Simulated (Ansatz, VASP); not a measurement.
AlNi3 in VASP and in Ansatz

```
Ni Al
1.0
     0.00000    2.82044    2.82044
     2.82044    0.00000    2.82044
     2.82044    2.82044    0.00000
Ni Al
3 1
Cartesian
  4.2307 4.2307 4.2307
  0.0000 0.0000 0.0000
  1.4102 1.4102 1.4102
  2.8204 2.8204 2.8204
```

Alike in both runs: task single point; functional r2SCAN; k mesh 8 × 8 × 8; occupations fermi-dirac, width 0.05 eV; collinear spin.

```csv
,VASP,Ansatz
version,VASP 6.6.1,Ansatz 0.2.0
potentials or method,"VASP PAW PBE potentials, release 64 (Ni, Al)",Ansatz PAW
plane-wave cutoff (eV),520,500
valence electrons in the cell,33,57
```

Ansatz gave:

| Quantity | Value |
| --- | --- |
| gap on the k mesh at the Fermi level (eV) | none |
| pressure (GPa) | -3.8 |
| net moment per atom (μB) | 0.00 |

Problem. Which values does VASP return?

Solution. gap on the k mesh at the Fermi level (eV): none; pressure (GPa): -3.6; net moment per atom (μB): 0.00.

VASP's potentials were made for PBE, not for r2SCAN. A gap of «none» marks a metal or a gap that the smearing closes. With one functional, cell and mesh, what is left measures potentials, basis and numerics. VASP's potentials hold 33 valence electrons a cell and Ansatz's 57, so a difference there can come from the potentials and not from the codes.

Noted on Ansatz's run: the magnetic or orbital state may not be the lowest.
